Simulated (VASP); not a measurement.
# Cs (Im-3m) in VASP: single point with PBEsol

Aim: the single point of Cs with PBEsol.

Everything below comes from runs of VASP 6.6.1. Logs are shortened: lines on timing, memory, paths and dates and some standing lists are left out, and cuts for length are marked.

## Step 1: The cell of the first run

Symmetry: Im-3m, No. 229, cubic system. The conventional cell has a = 6.050 Å, b = 6.050 Å, c = 6.050 Å, α = 90.00°, β = 90.00°, γ = 90.00°.

## Step 2: Single point, PBEsol

Contents of INCAR:

```
ALGO = Normal ; EDIFF = 1E-7
ENCUT = 520 ; GGA = PS
ISIF = 2 ; ISMEAR = 0
LASPH = True ; LCHARG = False
LREAL = False ; LWAVE = False
NBANDS = 10 ; NELM = 80
PREC = Accurate ; SIGMA = 0.05
```

Contents of KPOINTS:

```
k-points
0
Gamma
  10 10 10
```

Contents of POSCAR:

```
Cs
1.0
   -3.0250000000      3.0250000000      3.0250000000
    3.0250000000     -3.0250000000      3.0250000000
    3.0250000000      3.0250000000     -3.0250000000
Cs
1
Direct
    0.0000000000      0.0000000000      0.0000000000
```

Potentials or basis: VASP PAW PBE potentials, release 64 (Cs_sv).

On the command line:

```
$ cat potpaw_PBE.64/Cs_sv/POTCAR > POTCAR
$ mpirun -np 1 vasp_std > vasp.out
```

OUTCAR:

```text
EDIFF = 1E-7
   ENCUT = 520
   GGA = PS
   ISIF = 2
   ISMEAR = 0
   LASPH = True
   LREAL = False
   NELM = 80
   PREC = Accurate

 ion  position               nearest neighbor table
   1  0.000  0.000  0.000-

  LATTYP: Found a body centered cubic cell.
 ALAT       =     6.0500000000

  Lattice vectors:

 A1 = (  -3.0250000000,   3.0250000000,   3.0250000000)
 A2 = (   3.0250000000,  -3.0250000000,   3.0250000000)
 A3 = (   3.0250000000,   3.0250000000,  -3.0250000000)

Analysis of symmetry for initial positions (statically):
=====================================================================
 Subroutine PRICEL returns:
 Original cell was already a primitive cell.

 Routine SETGRP: Setting up the symmetry group for a
 body centered cubic supercell.

 Subroutine GETGRP returns: Found 48 space group operations
 (whereof 48 operations were pure point group operations)
 out of a pool of 48 trial point group operations.

The static configuration has the point symmetry O_h .

Analysis of symmetry for dynamics (positions and initial velocities):
=====================================================================
 Subroutine PRICEL returns:
 Original cell was already a primitive cell.

 Routine SETGRP: Setting up the symmetry group for a
 body centered cubic supercell.

 Subroutine GETGRP returns: Found 48 space group operations
 (whereof 48 operations were pure point group operations)
 out of a pool of 48 trial point group operations.

The dynamic configuration has the point symmetry O_h .

 Subroutine INISYM returns: Found 48 space group operations
 (whereof 48 operations are pure point group operations),
 and found     1 'primitive' translations

----------------------------------------------------------------------------------------

                                     Primitive cell

  volume of cell :     110.7226

  direct lattice vectors                    reciprocal lattice vectors
    -3.025000000  3.025000000  3.025000000     0.000000000  0.165289256  0.165289256
     3.025000000 -3.025000000  3.025000000     0.165289256  0.000000000  0.165289256
     3.025000000  3.025000000 -3.025000000     0.165289256  0.165289256  0.000000000

  length of vectors
     5.239453693  5.239453693  5.239453693     0.233754308  0.233754308  0.233754308

  position of ions in fractional coordinates (direct lattice)
     0.000000000  0.000000000  0.000000000

  ion indices of the primitive-cell ions
   primitive index   ion index
                 1           1

----------------------------------------------------------------------------------------

 KPOINTS: k-points

Automatic generation of k-mesh.
 Grid dimensions read from file:
 generate k-points for:   10   10   10

 Generating k-lattice:

  Cartesian coordinates                     Fractional coordinates (reciprocal lattice)
     0.000000000  0.016528926  0.016528926     0.100000000  0.000000000  0.000000000
     0.016528926  0.000000000  0.016528926     0.000000000  0.100000000  0.000000000
     0.016528926  0.016528926  0.000000000     0.000000000  0.000000000  0.100000000

  Length of vectors
     0.023375431  0.023375431  0.023375431

  Shift w.r.t. Gamma in fractional coordinates (k-lattice)
     0.000000000  0.000000000  0.000000000

 Subroutine IBZKPT returns following result:
 ===========================================

 Found     47 irreducible k-points:

 Following reciprocal coordinates:
            Coordinates               Weight
  0.000000  0.000000  0.000000      1.000000
  0.100000  0.000000  0.000000     12.000000
  0.200000  0.000000  0.000000     12.000000
  0.300000  0.000000  0.000000     12.000000
  0.400000  0.000000  0.000000     12.000000
  0.500000  0.000000  0.000000      6.000000
[... 16 lines left out ...]
  0.300000  0.300000  0.100000      8.000000
 -0.300000  0.300000  0.100000     24.000000
 [... further k-points ...]
   k-points           NKPTS =     47   k-points in BZ     NKDIM =     47   number of bands    NBANDS=     10
   number of dos      NEDOS =    301   number of ions     NIONS =      1
   total plane-waves  NPLWV =  64000
   dimension x,y,z NGX =    40 NGY =   40 NGZ =   40
   dimension x,y,z NGXF=    80 NGYF=   80 NGZF=   80
   ions per type =               1
   NGX,Y,Z   is equivalent  to a cutoff of  12.69, 12.69, 12.69 a.u.
   NGXF,Y,Z  is equivalent  to a cutoff of  25.38, 25.38, 25.38 a.u.
 SYSTEM =  unknown system
   PREC   = accura    normal or accurate (medium, high low for compatibility)
   ISTART =      0    job   : 0-new  1-cont  2-samecut
   ICHARG =      2    charge: 1-file 2-atom 10-const
   ISPIN  =      1    spin polarized calculation?
   LNONCOLLINEAR =      F non collinear calculations
   LSORBIT =      F    spin-orbit coupling
   LASPH  =      T    aspherical Exc in radial PAW
   ENCUT  =  520.0 eV  38.22 Ry    6.18 a.u.   9.74  9.74  9.74*2*pi/ulx,y,z
   NELM   =     80;   NELMIN=  2; NELMDL= -5     # of ELM steps
   EDIFF  = 0.1E-06   stopping-criterion for ELM
   LREAL  =      F    real-space projection
   EDIFFG = 0.1E-05   stopping-criterion for IOM
   NSW    =      0    number of steps for IOM
   IBRION =     -1    ionic relax: 0-MD 1-quasi-New 2-CG
   NFREE  =      0    steps in history (QN), initial steepest desc. (CG)
   ISIF   =      2    stress and relaxation
   ISYM   =      2    0-nonsym 1-usesym 2-fastsym
   POTIM  = 0.5000    time-step for ionic-motion
   TEBEG  =    0.0;   TEEND  =   0.0 temperature during run
   PSTRESS=    0.0 pullay stress
   NELECT =       9.0000    total number of electrons
   NUPDOWN=      -1.0000    fix difference up-down
   EMIN   =  10.00;   EMAX   =-10.00  energy-range for DOS
   EFERMI =   0.00;   METHOD = LEGACY
   ISMEAR =     0;   SIGMA  =   0.05  broadening in eV -4-tet -1-fermi 0-gaus
   EFERMI_NEDOS =   21; number of points for ismear=-14 and -15
   IALGO  =     38    algorithm
   IMIX   =      4    mixing-type and parameters
     AMIX     =   0.40;   BMIX     =  1.00
     AMIX_MAG =   1.60;   BMIX_MAG =  1.00
  volume/ion in A,a.u.               =     110.72       747.19
  Fermi-wavevector in a.u.,A,eV,Ry     =   0.709159  1.340116  6.842458  0.502907
  Thomas-Fermi vector in A             =   1.795667
   LORBIT       =      0    0 simple, 1 ext, 2 COOP (PROOUT), +10 PAW based schemes
   GGA     = PS    functional components
   LHFCALC =     F    Hartree Fock is set to
   AEXX    =    0.0000 exact exchange contribution
   IVDW    =     0    specifies the selected vdW correction
   LEPSILON=     F    determine dielectric tensor
   LRPA    =     F    only Hartree local field effects (RPA)
 non-spin polarized calculation
 Gauss-broadening in eV      SIGMA  =   0.05
  energy-cutoff  :      520.00
  volume of cell :      110.72
 maximum number of plane-waves:      3043
   NGX = 19   NGY = 19   NGZ = 19

 number of electron       8.9999998 magnetization

 Free energy of the ion-electron system (eV)
  ---------------------------------------------------
  ext. energy  EPLUGINS =         0.00000000
  ---------------------------------------------------
  free energy    TOTEN  =        -0.93847029 eV

  energy without entropy =       -0.93505187  energy(sigma->0) =       -0.93676108

 E-fermi :   0.4780     XC(G=0):  -5.5762

 val. band max:        0.4423204087   @ k =  -0.3000   0.3000   0.3000
 cond. band min:       0.4840032571   @ k =   0.5000   0.0000   0.0000
 fundamental gap:      0.0416828484
 Fermi energy:         0.4780302053

 k-point     1 :       0.0000    0.0000    0.0000
  band No.  band energies     occupation
      1     -23.3574      2.00000
      2     -10.0707      2.00000
      3     -10.0707      2.00000
      4     -10.0707      2.00000
      5      -1.2559      2.00000
      6       2.9882      0.00000
      7       2.9882      0.00000
      8       2.9882      0.00000
      9       3.8902      0.00000
     10       3.8902      0.00000

 k-point     2 :       0.1000    0.0000    0.0000
  band No.  band energies     occupation
      1     -23.3567      2.00000
      2     -10.0864      2.00000
      3     -10.0757      2.00000
      4     -10.0707      2.00000
      5      -1.1409      2.00000
      6       2.8646      0.00000
      7       2.8769      0.00000
      8       3.1042      0.00000
      9       3.7122      0.00000
     10       3.8684      0.00000

 k-point     3 :       0.2000    0.0000    0.0000
  band No.  band energies     occupation
      1     -23.3546      2.00000
      2     -10.1267      2.00000
      3     -10.0888      2.00000
      4     -10.0708      2.00000
      5      -0.8135      2.00000
      6       2.4647      0.00000
      7       2.6001      0.00000
      8       3.4468      0.00000
      9       3.6719      0.00000
     10       3.8583      0.00000

 k-point     4 :       0.3000    0.0000    0.0000
  band No.  band energies     occupation
      1     -23.3522      2.00000
      2     -10.1753      2.00000
      3     -10.1049      2.00000
      4     -10.0709      2.00000
      5      -0.3291      2.00000
      6       1.9763      0.00000
      7       2.3434      0.00000
      8       3.7935      0.00000
      9       3.9422      0.00000
     10       3.9996      0.00000

 k-point     5 :       0.4000    0.0000    0.0000
  band No.  band energies     occupation
      1     -23.3501      2.00000
      2     -10.2137      2.00000
      3     -10.1178      2.00000
      4     -10.0710      2.00000
      5       0.1967      2.00000
      6       1.5806      0.00000
      7       2.1701      0.00000
      8       3.8041      0.00000
      9       4.1525      0.00000
     10       4.7285      0.00000

 k-point     6 :       0.5000    0.0000    0.0000
  band No.  band energies     occupation
      1     -23.3494      2.00000
      2     -10.2282      2.00000
      3     -10.1227      2.00000
      4     -10.0710      2.00000
      5       0.4840      0.86584
      6       1.3821      0.00000
      7       2.1098      0.00000
      8       3.7303      0.00000
      9       4.3608      0.00000
     10       4.8868      0.00000

 k-point     7 :       0.1000    0.1000    0.0000
  band No.  band energies     occupation
      1     -23.3553      2.00000
      2     -10.1142      2.00000
      3     -10.0813      2.00000
      4     -10.0745      2.00000
      5      -0.9192      2.00000
      6       2.6169      0.00000
      7       2.6631      0.00000
      8       3.3355      0.00000
      9       3.5504      0.00000
     10       3.9596      0.00000

 k-point     8 :       0.2000    0.1000    0.0000
  band No.  band energies     occupation
      1     -23.3530      2.00000
      2     -10.1559      2.00000
      3     -10.0970      2.00000
      4     -10.0761      2.00000
      5      -0.5085      2.00000
      6       2.1796      0.00000
      7       2.3954      0.00000
      8       3.5730      0.00000
      9       3.7670      0.00000
     10       4.0925      0.00000

 k-point     9 :       0.3000    0.1000    0.0000
  band No.  band energies     occupation
      1     -23.3508      2.00000
      2     -10.1959      2.00000
      3     -10.1146      2.00000
      4     -10.0766      2.00000
      5       0.0160      2.00000
      6       1.7531      0.00000
      7       2.1880      0.00000
      8       3.6816      0.00000
      9       4.1831      0.00000
     10       4.3592      0.00000
[... 118 lines left out ...]
 k-point    19 :      -0.1000    0.1000    0.1000
  band No.  band energies     occupation
      1     -23.3559      2.00000
      2     -10.0910      2.00000
      3     -10.0808      2.00000
      4     -10.0808      2.00000
      5      -1.0279      2.00000
      6       2.8565      0.00000
      7       2.8565      0.00000
      8       3.1176      0.00000
      9       3.2941      0.00000
     10       4.0814      0.00000

 k-point    20 :       0.2000    0.2000    0.1000
  band No.  band energies     occupation
      1     -23.3500      2.00000
      2     -10.1964      2.00000
      3     -10.1185      2.00000
      4     -10.0951      2.00000
      5       0.3812      1.99384
      6       1.6924      0.00000
      7       1.8378      0.00000
      8       4.0785      0.00000
      9       4.0976      0.00000
     10       4.3621      0.00000

 k-point    21 :       0.3000    0.2000    0.1000
  band No.  band energies     occupation
      1     -23.3491      2.00000
      2     -10.1954      2.00000
      3     -10.1409      2.00000
      4     -10.0988      2.00000
      5       0.9012      0.00000
      6       1.4533      0.00000
      7       1.7154      0.00000
      8       3.6581      0.00000
      9       4.2498      0.00000
     10       4.4108      0.00000

 k-point    22 :      -0.2000    0.2000    0.1000
  band No.  band energies     occupation
      1     -23.3539      2.00000
      2     -10.1267      2.00000
      3     -10.0941      2.00000
      4     -10.0832      2.00000
      5      -0.7061      2.00000
      6       2.4916      0.00000
      7       2.6588      0.00000
      8       3.1384      0.00000
      9       3.4152      0.00000
     10       4.2209      0.00000

 k-point    23 :       0.3000    0.3000    0.1000
  band No.  band energies     occupation
      1     -23.3488      2.00000
      2     -10.1699      2.00000
      3     -10.1699      2.00000
      4     -10.1037      2.00000
      5       1.3550      0.00000
      6       1.4100      0.00000
      7       1.4100      0.00000
      8       3.4272      0.00000
      9       4.3112      0.00000
     10       4.3112      0.00000

 k-point    24 :      -0.3000    0.3000    0.1000
  band No.  band energies     occupation
      1     -23.3515      2.00000
      2     -10.1731      2.00000
      3     -10.1104      2.00000
      4     -10.0828      2.00000
      5      -0.2285      2.00000
      6       1.9782      0.00000
      7       2.4263      0.00000
      8       3.2588      0.00000
      9       3.9594      0.00000
     10       4.2604      0.00000

 [... further k-points ...]
[... 5 lines left out ...]
  --------------------------------------------------------------------------------------
  -------------------------------------------------------------------------------------
  Total       -0.0294297     -0.0294297     -0.0294297      0.0000000      0.0000000     -0.0000000
  in kB       -0.4258529     -0.4258529     -0.4258529      0.0000000      0.0000000     -0.0000000
  external PRESSURE =      -0.4258529 kB  Pullay stress =       0.0000000 kB

 VOLUME and BASIS-vectors are now :
 -----------------------------------------------------------------------------
  energy-cutoff  :      520.00
  volume of cell :      110.72
      direct lattice vectors                 reciprocal lattice vectors
    -3.025000000  3.025000000  3.025000000     0.000000000  0.165289256  0.165289256
     3.025000000 -3.025000000  3.025000000     0.165289256  0.000000000  0.165289256
     3.025000000  3.025000000 -3.025000000     0.165289256  0.165289256  0.000000000

 POSITION                                       TOTAL-FORCE (eV/Angst)
 -----------------------------------------------------------------------------------
      0.00000      0.00000      0.00000         0.000000      0.000000      0.000000
 -----------------------------------------------------------------------------------
    total drift:                               -0.000000     -0.000000     -0.000000

  FREE ENERGIE OF THE ION-ELECTRON SYSTEM (eV)
  ---------------------------------------------------
  free  energy   TOTEN  =        -0.9384702939 eV

  energy  without entropy=       -0.9350518721  energy(sigma->0) =       -0.93676108
```

Run time: 38 s. Hardware: 1 thread of Intel Xeon Platinum 8259CL at 2.50GHz (Skylake/Cascade Lake), shared host; peak memory 0.24 GiB.

What came out:

| Item | Value |
| --- | --- |
| Free energy | -0.9385 eV |
| Pressure | 0.0 GPa |
| Band gap on the k mesh | zero (an odd number of electrons rules out a gap without spin polarisation) |

Caveat: the PAW data sets were made with another functional, which shifts forces and pressure a little; spin-orbit coupling is left out, which moves the levels of the heavy elements.
